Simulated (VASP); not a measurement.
A run of VASP 6.6.1 is set up as follows.

The input INCAR:

```
SYSTEM = Ni
  ALGO = Normal
  EDIFF = 1E-7
  ENCUT = 520
  GGA = CA
  ISIF = 2
  ISMEAR = -1
  ISPIN = 2
  LASPH = .True.
  LCHARG = .True.
  LELF = .True.
  LMAXMIX = 4
  LORBIT = 11
  LREAL = .False.
  LVHAR = .True.
  LWAVE = .False.
  MAGMOM = 0.607
  NBANDS = 15
  NELM = 150
  PREC = Accurate
  SIGMA = 0.05
```

KPOINTS

```
k-points
0
Gamma
  26 26 26
  0 0 0
```

File POSCAR:

```
Ni
1.0
    0.0000000000      1.6655239275      1.6655239275
    1.6655239275      0.0000000000      1.6655239275
    1.6655239275      1.6655239275      0.0000000000
Ni
1
Direct
    0.0000000000      0.0000000000      0.0000000000
```

Potentials or basis: VASP PAW LDA potentials, release 64 (Ni).

The run is started by

```sh
$ cat potpaw_LDA.64/Ni/POTCAR > POTCAR
$ mpirun -np 1 vasp_std > vasp.out
```

Task: What does it give for the pressure?

Result: 25.1 GPa.

Task: Estimate the site moments.

Result: Ni +0.55 μB.

Task: Predict the net moment.

Result: 0.56 μB per cell.

Caveat: the cell stands under pressure.
